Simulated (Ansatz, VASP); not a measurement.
**Two plane-wave programs on SrTiO3**

```xyz
5
Lattice="3.9180 0.0000 0.0000 0.0000 3.9180 0.0000 0.0000 0.0000 3.9180" Properties=species:S:1:pos:R:3 pbc="T T T"
Sr    0.0000    0.0000    0.0000
Ti    1.9590    1.9590    1.9590
O     0.0000    1.9590    1.9590
O     1.9590    0.0000    1.9590
O     1.9590    1.9590    0.0000
```

Change from the starting cell: volume scaled by 1.01, PAW files.

Alike in both runs: task electric field gradients; functional PBEsol; k mesh 7 × 7 × 7; occupations fermi-dirac, width 0.05 eV; no spin polarisation.

|  | VASP | Ansatz |
| --- | --- | --- |
| version | VASP 6.6.1 | Ansatz 0.2.0 |
| potentials or method | VASP PAW PBE potentials, release 64 (Sr_sv, Ti_sv, O) | PAW with Ansatz's default frozen-core files, scalar-relativistic |
| plane-wave cutoff (eV) | 520 | 420 |
| valence electrons in the cell | 40 | 40 |

```csv
,VASP,Ansatz,Ansatz less VASP
gap on the k mesh at the Fermi level (eV),1.85,1.88,+0.032
pressure (GPa),-3.0,-3.7,-0.64
size of Vzz on the site where it differs most (V/Å²),10.4,12.0,+1.58
```

VASP's potentials were made for PBE, not for PBEsol.
